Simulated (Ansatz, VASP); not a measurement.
# One calculation of N, two programs

```
N
1.0
     5.56052    0.00000    0.00000
     0.00000    5.56052    0.00000
     0.00000    0.00000    5.56052
N
8
Direct
  0.05740 0.44260 0.55740
  0.44260 0.55740 0.05740
  0.55740 0.05740 0.44260
  0.94260 0.94260 0.94260
  0.94260 0.55740 0.44260
  0.55740 0.44260 0.94260
  0.44260 0.94260 0.55740
  0.05740 0.05740 0.05740
```

Alike in both runs: functional r2SCAN; k mesh 6 × 6 × 6; no spin polarisation.

|  | VASP | Ansatz |
| --- | --- | --- |
| version | VASP 6.6.1 | Ansatz 0.2.0 |
| potentials or method | VASP PAW PBE potentials, release 64 (N) | Ansatz PAW |
| plane-wave cutoff (eV) | 520 | 500 |
| occupations | gaussian, width 0.01 eV | fixed |
| valence electrons in the cell | 40 | 40 |
| task | single point | band structure |

|  | VASP | Ansatz | Ansatz less VASP |
| --- | --- | --- | --- |
| gap on the k mesh at the Fermi level (eV) | 7.91 | 7.94 | +0.033 |
| least direct gap on the mesh (eV) | 7.94 | 7.97 | +0.033 |
| pressure (GPa) | 0.1 | -2.3 | -2.38 |
| rms of the force components (eV/Å) | 0.087 | 1.059 | +0.9719 |

VASP's potentials were made for PBE, not for r2SCAN. Atom by atom the forces differ by 1.146 eV/Å (rms over components). One of these differences is far larger than is usual between the two programs; its cause wasn't traced.

Noted on VASP's run: the standard files for N, O and F lose accuracy on very short bonds.
